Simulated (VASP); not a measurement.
# MgO (Fm-3m) in VASP: further runs, part 2 of 2

VASP 6.6.1. Earlier steps stand in the parts before.

## (3) Single point, r2SCAN

POSCAR reads:

```
MgO
1.0
    0.0000000000      2.1870500000      2.1870500000
    2.1870500000      0.0000000000      2.1870500000
    2.1870500000      2.1870500000      0.0000000000
Mg O
1 1
Direct
    0.0000000000      0.0000000000      0.0000000000
    0.5000000000      0.5000000000      0.5000000000
```

INCAR.step1 reads:

```
SYSTEM = MgO
PREC     = Accurate       ! precision mode
ENCUT    = 660            ! plane-wave cutoff, eV
ISMEAR   = -1             ! smearing method
SIGMA    = 0.01           ! smearing width, eV
LREAL    = .False.        ! projectors in reciprocal space
LASPH    = .True.         ! aspherical terms in the spheres
NELM     = 120            ! most SCF steps
NBANDS   = 11             ! bands
GGA      = PE             ! functional
ALGO     = Normal         ! electronic algorithm
EDIFF    = 1E-5           ! SCF threshold, eV
LWAVE    = .True.         ! write WAVECAR
LCHARG   = .False.        ! write CHGCAR
GGA_COMPAT= .False.
```

INCAR.step2 reads:

```
SYSTEM = MgO
PREC     = Accurate       ! precision mode
ENCUT    = 660            ! plane-wave cutoff, eV
EDIFF    = 1E-6           ! SCF threshold, eV
ISMEAR   = -1             ! smearing method
SIGMA    = 0.01           ! smearing width, eV
LREAL    = .False.        ! projectors in reciprocal space
LASPH    = .True.         ! aspherical terms in the spheres
NELM     = 120            ! most SCF steps
ALGO     = Normal         ! electronic algorithm
ISIF     = 2              ! what is computed and relaxed
LWAVE    = .False.        ! write WAVECAR
LCHARG   = .False.        ! write CHGCAR
METAGGA  = R2SCAN         ! meta-GGA
LMIXTAU  = .True.       
NBANDS   = 11             ! bands
ISTART   = 1            
GGA_COMPAT= .False.
```

KPOINTS reads:

```
Automatic mesh
0
Gamma
  8 8 8
  0 0 0
```

Potentials or basis: VASP PAW PBE potentials, release 64 (Mg, O).

Started as:

```bash
$ cat potpaw_PBE.64/Mg/POTCAR potpaw_PBE.64/O/POTCAR > POTCAR
$ cp INCAR.step1 INCAR
$ mpirun -np 1 vasp_std > vasp.out
$ cp INCAR.step2 INCAR
$ mpirun -np 1 vasp_std > vasp.out
```

OUTCAR:

```text
SYSTEM = MgO
   PREC = Accurate
   ENCUT = 660
   EDIFF = 1E-6
   ISMEAR = -1
   LREAL = .False.
   LASPH = .True.
   NELM = 120
   ISIF = 2
   METAGGA = R2SCAN
   ISTART = 1

 ion  position               nearest neighbor table
   1  0.000  0.000  0.000-   2 2.19   2 2.19   2 2.19   2 2.19   2 2.19   2 2.19
   2  0.500  0.500  0.500-   1 2.19   1 2.19   1 2.19   1 2.19   1 2.19   1 2.19

  LATTYP: Found a face centered cubic cell.
 ALAT       =     4.3741000000

  Lattice vectors:

 A1 = (   0.0000000000,   2.1870500000,   2.1870500000)
 A2 = (   2.1870500000,   0.0000000000,   2.1870500000)
 A3 = (   2.1870500000,   2.1870500000,   0.0000000000)

Analysis of symmetry for initial positions (statically):
=====================================================================
 Subroutine PRICEL returns:
 Original cell was already a primitive cell.

 Routine SETGRP: Setting up the symmetry group for a
 face centered cubic supercell.

 Subroutine GETGRP returns: Found 48 space group operations
 (whereof 48 operations were pure point group operations)
 out of a pool of 48 trial point group operations.

The static configuration has the point symmetry O_h .

Analysis of symmetry for dynamics (positions and initial velocities):
=====================================================================
 Subroutine PRICEL returns:
 Original cell was already a primitive cell.

 Routine SETGRP: Setting up the symmetry group for a
 face centered cubic supercell.

 Subroutine GETGRP returns: Found 48 space group operations
 (whereof 48 operations were pure point group operations)
 out of a pool of 48 trial point group operations.

The dynamic configuration has the point symmetry O_h .

 Subroutine INISYM returns: Found 48 space group operations
 (whereof 48 operations are pure point group operations),
 and found     1 'primitive' translations

[... 120 lines left out ...]
   LHFCALC =     F    Hartree Fock is set to
   AEXX    =    0.0000 exact exchange contribution
   IVDW    =     0    specifies the selected vdW correction
   LEPSILON=     F    determine dielectric tensor
   LRPA    =     F    only Hartree local field effects (RPA)
 non-spin polarized calculation
  energy-cutoff  :      660.00
  volume of cell :       20.92
 maximum number of plane-waves:       821
 NGX is ok and might be reduce to    28
   NGX = 13   NGY = 13   NGZ = 13

 number of electron       8.0000000 magnetization

 Free energy of the ion-electron system (eV)
  ---------------------------------------------------
  ext. energy  EPLUGINS =         0.00000000
  ---------------------------------------------------
  free energy    TOTEN  =       -16.02759374 eV

  energy without entropy =      -16.02759374  energy(sigma->0) =      -16.02759374

 E-fermi :   2.2454     XC(G=0): -11.0237

 val. band max:        1.9941848098   @ k =   0.0000   0.0000   0.0000
 cond. band min:       6.5323237177   @ k =   0.0000   0.0000   0.0000
 fundamental gap:      4.5381389079
 Fermi energy:         2.2453517666

 k-point     1 :       0.0000    0.0000    0.0000
  band No.  band energies     occupation
      1     -15.6675      2.00000
      2       1.9942      2.00000
      3       1.9942      2.00000
      4       1.9942      2.00000
      5       6.5323      0.00000
      6      18.1578      0.00000
      7      18.1578      0.00000
      8      18.1578      0.00000
      9      21.9882      0.00000
     10      23.6413      0.00000
     11      23.6413      0.00000
[... 309 lines left out ...]
 k-point    24 :      -0.3750    0.2500    0.1250
  band No.  band energies     occupation
      1     -14.5578      2.00000
      2      -1.5763      2.00000
      3       0.2928      2.00000
      4       1.1312      2.00000
      5      11.7967      0.00000
      6      14.1780      0.00000
      7      15.4623      0.00000
      8      18.7062      0.00000
      9      22.4058      0.00000
     10      23.9410      0.00000
     11      27.8699      0.00000

 [... further k-points ...]

------------------------ aborting loop because EDIFF is reached ----------------------------------------

  FORCE on cell =-STRESS in cart. coord.  units (eV):
  Direction    XX          YY          ZZ          XY          YZ          ZX
  --------------------------------------------------------------------------------------
  -------------------------------------------------------------------------------------
  Total       -2.1946479     -2.1946479     -2.1946479      0.0000000      0.0000000      0.0000000
  in kB     -168.0619109   -168.0619109   -168.0619109      0.0000000      0.0000000      0.0000000
  external PRESSURE =    -168.0619109 kB  Pullay stress =       0.0000000 kB

 VOLUME and BASIS-vectors are now :
 -----------------------------------------------------------------------------
  energy-cutoff  :      660.00
  volume of cell :       20.92
      direct lattice vectors                 reciprocal lattice vectors
     0.000000000  2.187050000  2.187050000    -0.228618459  0.228618459  0.228618459
     2.187050000  0.000000000  2.187050000     0.228618459 -0.228618459  0.228618459
     2.187050000  2.187050000  0.000000000     0.228618459  0.228618459 -0.228618459

 POSITION                                       TOTAL-FORCE (eV/Angst)
 -----------------------------------------------------------------------------------
      0.00000      0.00000      0.00000         0.000000     -0.000000     -0.000000
      2.18705      2.18705      2.18705        -0.000000      0.000000      0.000000
 -----------------------------------------------------------------------------------
    total drift:                                0.000000      0.000000      0.000000

  FREE ENERGIE OF THE ION-ELECTRON SYSTEM (eV)
  ---------------------------------------------------
  free  energy   TOTEN  =       -16.0275937353 eV

  energy  without entropy=      -16.0275937353  energy(sigma->0) =      -16.02759374
```

OUTCAR.step1:

```text
SYSTEM = MgO
   PREC = Accurate
   ENCUT = 660
   ISMEAR = -1
   LREAL = .False.
   LASPH = .True.
[... 557 lines left out ...]
      0.00000      0.00000      0.00000        -0.000000      0.000000      0.000000
      2.18705      2.18705      2.18705         0.000000     -0.000000      0.000000
 -----------------------------------------------------------------------------------
    total drift:                                0.000000      0.000000      0.000000

  FREE ENERGIE OF THE ION-ELECTRON SYSTEM (eV)
  ---------------------------------------------------
  free  energy   TOTEN  =       -11.8513954825 eV

  energy  without entropy=      -11.8513954825  energy(sigma->0) =      -11.85139548
```

Wall time 94 s (1 thread of Intel Xeon 8259CL, shared host); peak memory 0.17 GiB.

What came out:

```yaml
Free_energy: -16.0276 eV
Pressure: -16.8 GPa
Band_gap_on_the_k_mesh: 4.54 eV, direct
```

Levels at points of the mesh, in eV from the valence-band top:
```
           k point  band 1  band 2  band 3  band 4  band 5  band 6  band 7  band 8
(0.00, 0.00, 0.00)  -17.66    0.00    0.00    0.00    4.54   16.16   16.16   16.16
(0.50, 0.00, 0.00)  -16.67   -4.13   -0.56   -0.56    8.07   12.49   16.25   16.25
(0.50, 0.50, 0.00)  -16.46   -3.65   -1.22   -1.22    9.84    9.85   13.07   18.64
```

Caveat: the PAW data sets were made with another functional, which shifts forces and pressure a little. r2SCAN opens gaps a little over a GGA but as a rule still falls short of measured ones.

## (4) Single point, r2SCAN

POSCAR is that of step 3.

INCAR.step1 reads:

```
SYSTEM = MgO
  PREC = Accurate
  ENCUT = 660
  ISMEAR = -1
  SIGMA = 5E-4
  LREAL = .FALSE.
  LASPH = .TRUE.
  NELM = 120
  NBANDS = 11
  GGA = PE
  ALGO = Normal
  EDIFF = 1E-5
  LWAVE = .TRUE.
  LCHARG = .FALSE.
  GGA_COMPAT = .FALSE.
```

INCAR.step2 reads:

```
SYSTEM = MgO
  PREC = Accurate
  ENCUT = 660
  EDIFF = 1E-6
  ISMEAR = -1
  SIGMA = 5E-4
  LREAL = .FALSE.
  LASPH = .TRUE.
  NELM = 120
  ALGO = Normal
  ISIF = 2
  LWAVE = .FALSE.
  LCHARG = .FALSE.
  METAGGA = R2SCAN
  LMIXTAU = .TRUE.
  NBANDS = 11
  ISTART = 1
  GGA_COMPAT = .FALSE.
```

KPOINTS reads:

```
regular mesh
0
G
  8 8 8
  0 0 0
```

Potentials or basis: VASP PAW PBE potentials, release 64 (Mg, O).

Started as:

```bash
$ cat potpaw_PBE.64/Mg/POTCAR potpaw_PBE.64/O/POTCAR > POTCAR
$ cp INCAR.step1 INCAR
$ mpirun -np 1 vasp_std > vasp.out
$ cp INCAR.step2 INCAR
$ mpirun -np 1 vasp_std > vasp.out
```

OUTCAR:

```text
SYSTEM = MgO
   PREC = Accurate
   ENCUT = 660
   EDIFF = 1E-6
   ISMEAR = -1
   LREAL = .FALSE.
   LASPH = .TRUE.
   NELM = 120
   ISIF = 2
   METAGGA = R2SCAN
   ISTART = 1

 ion  position               nearest neighbor table
   1  0.000  0.000  0.000-   2 2.19   2 2.19   2 2.19   2 2.19   2 2.19   2 2.19
   2  0.500  0.500  0.500-   1 2.19   1 2.19   1 2.19   1 2.19   1 2.19   1 2.19

  LATTYP: Found a face centered cubic cell.
 ALAT       =     4.3741000000

[... 523 lines left out ...]
 [... further k-points ...]

------------------------ aborting loop because EDIFF is reached ----------------------------------------

  FORCE on cell =-STRESS in cart. coord.  units (eV):
  Direction    XX          YY          ZZ          XY          YZ          ZX
  --------------------------------------------------------------------------------------
  -------------------------------------------------------------------------------------
  Total       -2.1946479     -2.1946479     -2.1946479     -0.0000000      0.0000000     -0.0000000
  in kB     -168.0619111   -168.0619111   -168.0619111     -0.0000000      0.0000000     -0.0000000
  external PRESSURE =    -168.0619111 kB  Pullay stress =       0.0000000 kB

 VOLUME and BASIS-vectors are now :
 -----------------------------------------------------------------------------
  energy-cutoff  :      660.00
  volume of cell :       20.92
      direct lattice vectors                 reciprocal lattice vectors
     0.000000000  2.187050000  2.187050000    -0.228618459  0.228618459  0.228618459
     2.187050000  0.000000000  2.187050000     0.228618459 -0.228618459  0.228618459
     2.187050000  2.187050000  0.000000000     0.228618459  0.228618459 -0.228618459

 POSITION                                       TOTAL-FORCE (eV/Angst)
 -----------------------------------------------------------------------------------
      0.00000      0.00000      0.00000        -0.000000      0.000000      0.000000
      2.18705      2.18705      2.18705         0.000000     -0.000000     -0.000000
 -----------------------------------------------------------------------------------
    total drift:                                0.000000      0.000000      0.000000

  FREE ENERGIE OF THE ION-ELECTRON SYSTEM (eV)
  ---------------------------------------------------
  free  energy   TOTEN  =       -16.0275937353 eV

  energy  without entropy=      -16.0275937353  energy(sigma->0) =      -16.02759374
```

OSZICAR.step1:

```text
N       E                     dE             d eps       ncg     rms          rms(c)
DAV:   1     0.202432263590E+02    0.20243E+02   -0.49483E+03   678   0.772E+02
DAV:   2    -0.125966633197E+02   -0.32840E+02   -0.31445E+02   739   0.148E+02
DAV:   3    -0.134109387321E+02   -0.81428E+00   -0.81330E+00   772   0.217E+01
DAV:   4    -0.134131249372E+02   -0.21862E-02   -0.21862E-02   710   0.123E+00
DAV:   5    -0.134131323925E+02   -0.74553E-05   -0.74552E-05   740   0.732E-02    0.715E+00
DAV:   6    -0.118828294959E+02    0.15303E+01   -0.97739E+00   665   0.165E+01    0.246E+00
DAV:   7    -0.118595087986E+02    0.23321E-01   -0.95915E-02   692   0.252E+00    0.137E+00
DAV:   8    -0.118520461999E+02    0.74626E-02   -0.39032E-02   665   0.217E+00    0.291E-01
DAV:   9    -0.118514902877E+02    0.55591E-03   -0.71934E-04   725   0.192E-01    0.168E-01
DAV:  10    -0.118513950090E+02    0.95279E-04   -0.67562E-04   692   0.201E-01    0.851E-03
DAV:  11    -0.118513954825E+02   -0.47350E-06   -0.49226E-06   411   0.165E-02
   1 F= -.11851395E+02 E0= -.11851395E+02  d E =0.000000E+00
```

It took 76 s on 1 thread of Intel Xeon 8259CL, shared host; peak memory 0.17 GiB.

What came out:

* Free energy: -16.0276 eV
* Pressure: -16.8 GPa
* Band gap on the k mesh: 4.54 eV, direct

Caveat: the PAW data sets were made with another functional, which shifts forces and pressure a little. r2SCAN opens gaps a little over a GGA but as a rule still falls short of measured ones.

## (5) Single point, r2SCAN

POSCAR is that of step 4.

INCAR.step1 reads:

```
PREC     = Accurate       # precision mode
ENCUT    = 660            # plane-wave cutoff, eV
ISMEAR   = -1             # smearing method
SIGMA    = 0.05           # smearing width, eV
LREAL    = False          # projectors in reciprocal space
LASPH    = True           # aspherical terms in the spheres
NELM     = 120            # most SCF steps
NBANDS   = 11             # bands
GGA      = PE             # functional
ALGO     = Normal         # electronic algorithm
EDIFF    = 1E-5           # SCF threshold, eV
LWAVE    = True           # write WAVECAR
LCHARG   = False          # write CHGCAR
GGA_COMPAT= False
```

INCAR.step2 reads:

```
PREC     = Accurate       # precision mode
ENCUT    = 660            # plane-wave cutoff, eV
EDIFF    = 1E-6           # SCF threshold, eV
ISMEAR   = -1             # smearing method
SIGMA    = 0.05           # smearing width, eV
LREAL    = False          # projectors in reciprocal space
LASPH    = True           # aspherical terms in the spheres
NELM     = 120            # most SCF steps
ALGO     = Normal         # electronic algorithm
ISIF     = 2              # what is computed and relaxed
LWAVE    = False          # write WAVECAR
LCHARG   = True           # write CHGCAR
METAGGA  = R2SCAN         # meta-GGA
LMIXTAU  = True         
LELF     = True           # ELF
LVHAR    = True         
NBANDS   = 11             # bands
ISTART   = 1            
GGA_COMPAT= False
```

KPOINTS reads:

```
Automatic mesh
0
Gamma
  8 8 8
```

Started as:

```bash
$ cat potpaw_PBE.64/Mg/POTCAR potpaw_PBE.64/O/POTCAR > POTCAR
$ cp INCAR.step1 INCAR
$ mpirun -np 1 vasp_std > vasp.out
$ cp INCAR.step2 INCAR
$ mpirun -np 1 vasp_std > vasp.out
```

Run time: 70 s. Hardware: 1 thread of Intel Xeon 8259CL, shared host; peak memory 0.17 GiB.

It converged, with:

```yaml
Free_energy: -16.0276 eV
Pressure: -16.8 GPa
Band_gap_on_the_k_mesh: 4.54 eV, direct
```

Levels at points of the mesh, in eV from the valence-band top:
```tsv
k point	band 1	band 2	band 3	band 4	band 5	band 6	band 7	band 8
(0.00, 0.00, 0.00)	-17.66	0.00	0.00	0.00	4.54	16.16	16.16	16.16
(0.50, 0.00, 0.00)	-16.67	-4.13	-0.56	-0.56	8.07	12.49	16.25	16.25
(0.50, 0.50, 0.00)	-16.46	-3.65	-1.22	-1.22	9.84	9.85	13.07	18.64
```

Caveat: the PAW data sets were made with another functional, which shifts forces and pressure a little.

## (6) Summary

| smearing | gap on the mesh (eV) | pressure (GPa) |
| --- | --- | --- |
| fermi-dirac 0.05 eV | 4.54 | -16.8 |
| fermi-dirac 0.01 eV | 4.54 | -16.8 |
| fermi-dirac 0.0005 eV | 4.54 | -16.8 |

Alike in all rows: task single point; level r2SCAN; potentials or basis VASP PAW PBE potentials, release 64 (Mg, O); no spin polarisation; cell as given; k mesh 8 × 8 × 8; cutoff (eV) 660.

On the cell as given the gap runs from 4.54 eV (r2SCAN) to 4.54 eV (r2SCAN).

Caveats: the PAW data sets were made with another functional, which shifts forces and pressure a little.

Absolute energies hang on the potentials; compare differences alone.
